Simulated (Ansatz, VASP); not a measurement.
**Cd: VASP beside Ansatz**

INCAR

```
PREC = Accurate ; ENCUT = 500
EDIFF = 1E-6 ; ISMEAR = -1
SIGMA = 0.1 ; LREAL = False
LASPH = True ; NELM = 120
ALGO = Normal ; ISIF = 2
LWAVE = False ; LCHARG = False
NBANDS = 25 ; GGA_COMPAT = False
```

KPOINTS

```
Automatic mesh
0
Gamma
  8 8 12
```

Contents of POSCAR:

```
Cd
1.0
    4.7908090616      0.0000000000      0.0000000000
   -2.3954045308      4.1489623520      0.0000000000
    0.0000000000      0.0000000000      2.8504307377
Cd
3
Direct
    0.0000000000      0.0000000000      0.0000000000
    0.3333333333      0.6666666667      0.5000000000
    0.6666666667      0.3333333333      0.5000000000
```

Input for Ansatz:

```yaml
crystal:
  lattice:
    - [4.7908090616, 0.0, 0.0]
    - [-2.3954045308, 4.148962352, 0.0]
    - [0.0, 0.0, 2.8504307377]
  atoms:
    - { symbol: Cd, position: [0.0, 0.0, 0.0] }
    - { symbol: Cd, position: [0.3333333333, 0.6666666667, 0.5] }
    - { symbol: Cd, position: [0.6666666667, 0.3333333333, 0.5] }
hamiltonian:
  xc: lda
  pseudopotentials:
    kind: paw
    azcp:
      Cd: "pseudopotentials/Cd.paw.azcp"
basis:
  ecutwfc: 420
  fft_grid_basis: typed
kpoints:
  mp_grid: { grid: [8, 8, 12], shift: [0, 0, 0] }
magnetization:
  spin_polarized: false
scf:
  occupations: { method: fermi_dirac, width: 0.1 }
  lower_state_search: "off"
output:
  stress: true
```

Alike in both runs: task single point; functional LDA; k mesh 8 × 8 × 12; occupations fermi-dirac, width 0.1 eV; no spin polarisation.

|  | VASP | Ansatz |
| --- | --- | --- |
| version | VASP 6.6.1 | Ansatz 0.2.0 |
| potentials or method | VASP PAW LDA potentials, release 64 (Cd), cutoff 500 eV | plane waves (420 eV) with PAW, scalar-relativistic |
| valence electrons in the cell | 36 | 60 |

Ansatz gave:

```
pressure (GPa)                                                : 6.7
traceless stress, the component that is largest in VASP (GPa) : -0.51
```

Which values does VASP return?

Pressure (GPa): 7.6; traceless stress, the component that is largest in VASP (GPa): -0.45.

Ansatz warns that its potentials were made for another functional, while VASP's fit it. LDA's correlation is that of Perdew and Zunger in VASP and of Perdew and Wang (1992) in Ansatz. VASP's potentials hold 36 valence electrons a cell and Ansatz's 60, so a difference there can come from the potentials and not from the codes.
